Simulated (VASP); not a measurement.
# Au (C2/m) in VASP: single point with PBE

Aim: the single point of Au with PBE.

All numbers are computed with VASP 6.6.1; they aren't measurements. Logs are shortened: lines on timing, memory, paths and dates and some standing lists are left out, and cuts for length are marked.

## (1) The cell of the first run

Symmetry: C2/m, No. 12, monoclinic system. Conventional cell: a = 5.036 Å, b = 2.908 Å, c = 2.998 Å, α = 90.00°, β = 126.01°, γ = 90.00°. Within 3.8 Å of Au (site symmetry 2/m) lie 12 Au at 2.91 to 3.00 Å.

## (2) Single point, PBE

File INCAR:

```
PREC = Accurate
ENCUT = 500
EDIFF = 1E-6
ISMEAR = 0
SIGMA = 0.1
LREAL = F
LASPH = T
NELM = 120
ALGO = Normal
ISIF = 2
LWAVE = F
LCHARG = F
GGA = PE
NBANDS = 12
GGA_COMPAT = F
```

File KPOINTS:

```
regular mesh
0
Gamma
  12 12 14
```

File POSCAR:

```
Au
1.0
    2.9073219156     -0.0001881865      0.0435355770
   -1.4538239322      2.5180969158      0.0000000000
    1.4900348082      0.8602719976      2.4556743866
Au
1
Direct
    0.0000000000      0.0000000000      0.0000000000
```

Potentials or basis: VASP PAW PBE potentials, release 64 (Au).

Launch:

```bash
$ cat potpaw_PBE.64/Au/POTCAR > POTCAR
$ mpirun -np 1 vasp_std > vasp.out
```

OUTCAR:

```text
PREC = Accurate
   ENCUT = 500
   EDIFF = 1E-6
   ISMEAR = 0
   LREAL = F
   LASPH = T
   NELM = 120
   ISIF = 2
   GGA = PE

 ion  position               nearest neighbor table
   1  0.000  0.000  0.000-

  LATTYP: Found a base centered monoclinic cell.
 ALAT       =     5.0361938316
 B/A-ratio  =     0.5773502692
 C/A-ratio  =     0.5953770672
 COS(beta)  =    -0.5878878757

  Lattice vectors:

 A1 = (  -2.9073219156,   0.0001881865,  -0.0435355770)
 A2 = (  -1.4534979834,  -2.5179087293,  -0.0435355770)
 A3 = (   1.4900348082,   0.8602719976,   2.4556743866)

Analysis of symmetry for initial positions (statically):
=====================================================================
 Subroutine PRICEL returns:
 Original cell was already a primitive cell.

 Routine SETGRP: Setting up the symmetry group for a
 base centered monoclinic supercell.

 Subroutine GETGRP returns: Found  4 space group operations
 (whereof  4 operations were pure point group operations)
 out of a pool of  4 trial point group operations.

The static configuration has the point symmetry C_2h.

Analysis of symmetry for dynamics (positions and initial velocities):
=====================================================================
 Subroutine PRICEL returns:
 Original cell was already a primitive cell.

 Routine SETGRP: Setting up the symmetry group for a
 base centered monoclinic supercell.

 Subroutine GETGRP returns: Found  4 space group operations
 (whereof  4 operations were pure point group operations)
 out of a pool of  4 trial point group operations.

The dynamic configuration has the point symmetry C_2h.

 Subroutine INISYM returns: Found  4 space group operations
 (whereof  4 operations are pure point group operations),
 and found     1 'primitive' translations

----------------------------------------------------------------------------------------

                                     Primitive cell

  volume of cell :      17.7593

  direct lattice vectors                    reciprocal lattice vectors
     2.907321916 -0.000188186  0.043535577     0.348190421  0.201027834 -0.281696331
    -1.453823932  2.518096916  0.000000000     0.002134910  0.398357894 -0.140848165
     1.490034808  0.860271998  2.455674387    -0.006172916 -0.003563935  0.412214184

  length of vectors
     2.907647864  2.907647864  2.998434314     0.490919120  0.422530206  0.412275805

[... 79 lines left out ...]
   LREAL  =      F    real-space projection
   EDIFFG = 0.1E-04   stopping-criterion for IOM
   NSW    =      0    number of steps for IOM
   IBRION =     -1    ionic relax: 0-MD 1-quasi-New 2-CG
   NFREE  =      0    steps in history (QN), initial steepest desc. (CG)
   ISIF   =      2    stress and relaxation
   ISYM   =      2    0-nonsym 1-usesym 2-fastsym
   POTIM  = 0.5000    time-step for ionic-motion
   TEBEG  =    0.0;   TEEND  =   0.0 temperature during run
   PSTRESS=    0.0 pullay stress
   NELECT =      11.0000    total number of electrons
   NUPDOWN=      -1.0000    fix difference up-down
   EMIN   =  10.00;   EMAX   =-10.00  energy-range for DOS
   EFERMI =   0.00;   METHOD = LEGACY
   ISMEAR =     0;   SIGMA  =   0.10  broadening in eV -4-tet -1-fermi 0-gaus
   EFERMI_NEDOS =   21; number of points for ismear=-14 and -15
   IALGO  =     38    algorithm
   IMIX   =      4    mixing-type and parameters
     AMIX     =   0.40;   BMIX     =  1.00
     AMIX_MAG =   1.60;   BMIX_MAG =  1.00
  volume/ion in A,a.u.               =      17.76       119.85
  Fermi-wavevector in a.u.,A,eV,Ry     =   1.395501  2.637115 26.496312  1.947424
  Thomas-Fermi vector in A             =   2.518947
   LORBIT       =      0    0 simple, 1 ext, 2 COOP (PROOUT), +10 PAW based schemes
   GGA     = PE    functional components
   LHFCALC =     F    Hartree Fock is set to
   AEXX    =    0.0000 exact exchange contribution
   IVDW    =     0    specifies the selected vdW correction
   LEPSILON=     F    determine dielectric tensor
   LRPA    =     F    only Hartree local field effects (RPA)
 non-spin polarized calculation
 Gauss-broadening in eV      SIGMA  =   0.10
  energy-cutoff  :      500.00
  volume of cell :       17.76
 maximum number of plane-waves:       466
 NGX is ok and might be reduce to    24
   NGX = 11   NGY = 11   NGZ = 11

 number of electron      11.0000000 magnetization

 Free energy of the ion-electron system (eV)
  ---------------------------------------------------
  ext. energy  EPLUGINS =         0.00000000
  ---------------------------------------------------
  free energy    TOTEN  =        -3.21452503 eV

  energy without entropy =       -3.21272227  energy(sigma->0) =       -3.21362365

 E-fermi :   8.7869     XC(G=0): -12.4713

 val. band max:        8.7826795718   @ k =   0.1667   0.3333   0.0714
 cond. band min:       8.7897692906   @ k =   0.2500   0.5000   0.1429
 fundamental gap:      0.0070897188
 Fermi energy:         8.7868664898

 k-point     1 :       0.0000    0.0000    0.0000
  band No.  band energies     occupation
      1      -0.6270      2.00000
      2       4.1219      2.00000
      3       4.3850      2.00000
      4       4.4408      2.00000
      5       5.6241      2.00000
      6       5.8453      2.00000
      7      23.3538      0.00000
      8      26.5123      0.00000
      9      27.4385      0.00000
     10      27.5016      0.00000
     11      31.8999      0.00000
     12      35.7013      0.00000
[... 331 lines left out ...]
 k-point    24 :       0.2500    0.2500   -0.0000
  band No.  band energies     occupation
      1       2.7818      2.00000
      2       3.5418      2.00000
      3       4.7191      2.00000
      4       5.2785      2.00000
      5       6.9381      2.00000
      6       9.9340      0.00000
      7      14.2788      0.00000
      8      20.5005      0.00000
      9      21.3248      0.00000
     10      24.8028      0.00000
     11      32.6695      0.00000
     12      33.9048      0.00000

 [... further k-points ...]
[... 5 lines left out ...]
  --------------------------------------------------------------------------------------
  -------------------------------------------------------------------------------------
  Total        0.2554090      0.2639722     -0.0272822     -0.0074160      0.0024936      0.0043191
  in kB       23.0420125     23.8145514     -2.4612946     -0.6690383      0.2249653      0.3896509
  external PRESSURE =      14.7984231 kB  Pullay stress =       0.0000000 kB

 VOLUME and BASIS-vectors are now :
 -----------------------------------------------------------------------------
  energy-cutoff  :      500.00
  volume of cell :       17.76
      direct lattice vectors                 reciprocal lattice vectors
     2.907321916 -0.000188186  0.043535577     0.348190421  0.201027834 -0.281696331
    -1.453823932  2.518096916  0.000000000     0.002134910  0.398357894 -0.140848165
     1.490034808  0.860271998  2.455674387    -0.006172916 -0.003563935  0.412214184

 POSITION                                       TOTAL-FORCE (eV/Angst)
 -----------------------------------------------------------------------------------
      0.00000      0.00000      0.00000         0.000000      0.000000      0.000000
 -----------------------------------------------------------------------------------
    total drift:                                0.000000      0.000000      0.000000

  FREE ENERGIE OF THE ION-ELECTRON SYSTEM (eV)
  ---------------------------------------------------
  free  energy   TOTEN  =        -3.2145250286 eV

  energy  without entropy=       -3.2127222651  energy(sigma->0) =       -3.21362365
```

stdout:

```text
POSCAR found type information on POSCAR Au
 POSCAR found :  1 types and       1 ions
 scaLAPACK will be used
 LDA part: xc-table for (Slater+PW92), standard interpolation
 POSCAR, INCAR and KPOINTS ok, starting setup
 FFT: planning ... GRIDC
 FFT: planning ... GRID_SOFT
 FFT: planning ... GRID
 WAVECAR not read
 entering main loop
```

Run time: 1.7 min. Hardware: 1 thread of Intel Xeon 8259CL, shared host; peak memory 0.23 GiB.

What came out:

- Free energy: -3.2145 eV
- Pressure: 1.5 GPa
- Band gap on the k mesh: zero (an odd number of electrons rules out a gap without spin polarisation)

Stress tensor (GPa, compression positive):
```
 2.30 -0.07  0.04
-0.07  2.38  0.02
 0.04  0.02 -0.25
```

Caveat: spin-orbit coupling is left out, which moves the levels of the heavy elements.
